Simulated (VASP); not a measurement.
# Al: single point with BLYP

Crystal: Al.

```
CELL_PARAMETERS angstrom
2.92046 0.00000 0.00000
-1.46023 2.52919 0.00000
0.00000 0.00000 9.86119
ATOMIC_POSITIONS crystal
Al 0.00000 0.00000 0.00000
Al 0.00000 0.00000 0.50000
Al 0.33333 0.66667 0.25000
Al 0.66667 0.33333 0.75000
```

This isn't the form of Al at room conditions, which is fcc.

```
Program                : VASP 6.6.1
Task                   : single point
Functional             : BLYP
Potentials or basis    : VASP PAW PBE potentials, release 64 (Al)
Cutoff                 : 520 eV
k mesh                 : 14 × 14 × 4
Occupations            : fermi-dirac, width 0.1 eV
Spin                   : no spin polarisation
Dipole correction      : no
Further INCAR settings : ALGO = Normal; EDIFF = 1e-06; NBANDS = 14
```

* Pressure: -1.8 GPa
* Band gap on the k mesh: zero (bands 6 and 7 overlap by 4.89 eV)

Stress tensor (GPa, compression positive):
```
-2.11  0.00  0.00
 0.00 -2.11  0.00
 0.00  0.00 -1.17
```

Levels at points of the mesh, in eV from the Fermi level:
```
           k point  band 3  band 4  band 5  band 6  band 7  band 8  band 9  band 10
(0.00, 0.00, 0.00)   -8.96   -4.74   -4.27    2.63    2.65   10.21   10.21    10.52
(0.50, 0.00, 0.00)   -3.57   -3.44   -3.26   -3.07    0.72    0.90    0.99     1.45
(0.00, 0.00, 0.50)   -7.09   -7.09   -1.24   -1.24    7.04    7.04   10.47    10.47
(0.50, 0.00, 0.50)   -4.32   -4.32   -1.79   -1.79   -1.21   -1.21    3.87     3.87
```

It took 110 s on 1 thread of Intel Xeon 8259CL, on a shared host, peak memory 0.22 GiB.

Caveat: the PAW data sets were made with another functional, which shifts forces and pressure a little.
